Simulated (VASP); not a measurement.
Input of a VASP 6.6.1 run:

Contents of INCAR:

```
PREC = Accurate
ENCUT = 520
EDIFF = 1E-7
ISMEAR = -1
SIGMA = 0.01
LREAL = F
LASPH = T
NELM = 100
ALGO = Normal
ISIF = 2
LWAVE = F
LCHARG = T
GGA = CA
LELF = T
LVHAR = T
NBANDS = 19
```

File KPOINTS:

```
regular mesh
0
Gamma
  8 8 8
```

The input POSCAR:

```
SrCl2
1.0
    0.0000000000      3.5203550000      3.4855000000
    3.5203550000      0.0000000000      3.4855000000
    3.5203550000      3.5203550000      0.0000000000
Sr Cl
1 2
Direct
    0.0000000000      0.0000000000      0.0000000000
    0.2500000000      0.2500000000      0.2500000000
    0.7500000000      0.7500000000      0.7500000000
```

Potentials or basis: VASP PAW LDA potentials, release 64 (Sr_sv, Cl).

The run is started by

```console
$ cat potpaw_LDA.64/Sr_sv/POTCAR potpaw_LDA.64/Cl/POTCAR > POTCAR
$ mpirun -np 1 vasp_std > vasp.out
```

Problem. What does it give for the band gap on the k mesh?

Solution. 4.78 eV, indirect (least direct gap 5.11 eV).

Problem. What does it give for the pressure?

Solution. -3.2 GPa.

Stress tensor (GPa, compression positive):
```
-3.41  0.00  0.00
 0.00 -3.41  0.00
 0.00  0.00 -2.93
```

Caveat: the cell differs from its parent crystal (equal xx and yy strain of +1 %). A k mesh can miss the band edges.
